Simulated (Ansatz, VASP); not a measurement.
**O: VASP beside Ansatz**

```xyz
4
Lattice="1.6939 -1.6898 0.0000 1.6939 1.6898 0.0000 0.0000 0.0000 8.7915" Properties=species:S:1:pos:R:3 pbc="T T T"
O     1.6939   -1.6898    0.6067
O     1.6939    0.0000    5.0025
O     1.6939    1.6898    8.1848
O     1.6939    0.0000    3.7890
```

Alike in both runs: functional PBE; k mesh 6 × 6 × 4; occupations gaussian, width 0.1 eV; no spin polarisation.

Ansatz relaxed the structure, and its values are those at the end. VASP's run is a single point on that final structure, the one shown.

|  | VASP | Ansatz |
| --- | --- | --- |
| version | VASP 6.6.1 | Ansatz 0.2.0 |
| potentials or method | VASP PAW PBE potentials, release 64 (O), cutoff 520 eV | scalar-relativistic, plane waves, PAW |
| valence electrons in the cell | 24 | 24 |

|  | VASP | Ansatz | Ansatz less VASP |
| --- | --- | --- | --- |
| pressure (GPa) | 2.8 | 0.0 | -2.84 |
| rms of the force components (eV/Å) | 0.709 | 0.002 | -0.7066 |

The functional is the same, so the differences come from potentials, cutoffs and numerics.

The k mesh is coarse, so the values compare programs but aren't converged. Noted on VASP's run: the standard files for N, O and F lose accuracy on very short bonds; spin is off for a triplet molecule.
